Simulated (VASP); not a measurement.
**Pd: single point with PBEsol**

The system is Pd.

```xyz
4
Lattice="2.9007 0.0000 0.0000 -1.4503 2.5121 0.0000 0.0000 0.0000 8.2706" Properties=species:S:1:pos:R:3 pbc="T T T"
Pd    0.0000    0.0000    0.0000
Pd    0.0000    1.6747    2.0677
Pd    0.0000    0.0000    4.1353
Pd    1.4503    0.8374    6.2030
```

* Program: VASP 6.6.1
* Task: single point
* Functional: PBEsol
* Potentials or basis: VASP PAW PBE potentials, release 64 (Pd)
* Cutoff: 520 eV
* k mesh: 14 × 14 × 4
* Occupations: methfessel-paxton, width 0.1 eV
* Spin: no spin polarisation
* Dipole correction: no
* Further INCAR settings: ALGO = Normal; EDIFF = 1e-07; NBANDS = 28

```yaml
Pressure: -3.1 GPa
Band_gap_on_the_k_mesh: zero (band 20 reaches 9.74 eV, above the bottom of band 21 at 8.76 eV)
```

Stress tensor (GPa, compression positive):
```
-8.47  0.00  0.00
 0.00 -8.47  0.00
 0.00  0.00  7.50
```

Levels at points of the mesh, in eV from the Fermi level:
| k point | band 18 | band 19 | band 20 | band 21 | band 22 | band 23 |
| --- | --- | --- | --- | --- | --- | --- |
| (0.00, 0.00, 0.00) | -1.50 | -1.50 | -0.52 | -0.52 | 0.11 | 0.11 |
| (0.50, 0.00, 0.00) | 0.07 | 0.09 | 0.46 | 1.11 | 2.30 | 3.21 |
| (0.00, 0.00, 0.50) | -1.32 | -0.30 | -0.30 | -0.30 | -0.30 | 0.02 |
| (0.50, 0.00, 0.50) | -0.40 | -0.01 | -0.01 | 2.11 | 2.11 | 3.46 |

Run time: 2.7 min on 1 thread of Intel(R) Xeon(R) Platinum 8259CL CPU @ 2.50GHz (Skylake/Cascade Lake), on a shared host, peak memory 0.24 GiB.

Caveat: the PAW data sets were made with another functional, which shifts forces and pressure a little.
